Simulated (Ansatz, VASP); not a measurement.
One calculation of PtS2, two programs

```
CELL_PARAMETERS angstrom
3.54320 0.00000 0.00000
-1.77160 3.06850 0.00000
0.00000 0.00000 5.03880
ATOMIC_POSITIONS crystal
Pt 0.00000 0.00000 0.00000
S 0.33333 0.66667 0.22700
S 0.66667 0.33333 0.77300
```

Alike in both runs: task relaxation of cell and atoms; functional PBE; dispersion D3(BJ); k mesh 6 × 6 × 4; occupations gaussian, width 0.1 eV; no spin polarisation.

|  | VASP | Ansatz |
| --- | --- | --- |
| version | VASP 6.6.1 | Ansatz 0.2.0 |
| potentials or method | VASP PAW PBE potentials, release 64 (Pt_sv_GW, S), cutoff 570 eV | scalar-relativistic, plane waves, PAW |
| valence electrons in the cell | 30 | 30 |

Ansatz gave:

* gap on the k mesh at the Fermi level, each at its own relaxed structure (eV): 0.21
* relaxed volume (Å³/atom): 17.58
* relaxed length of the cell vector where the two differ most in proportion (Å): 4.758

Task: Estimate VASP's values.

Result: gap on the k mesh at the Fermi level, each at its own relaxed structure (eV): 0.18; relaxed volume (Å³/atom): 17.39; relaxed length of the cell vector where the two differ most in proportion (Å): 4.720.

Neither program's run includes spin-orbit coupling.
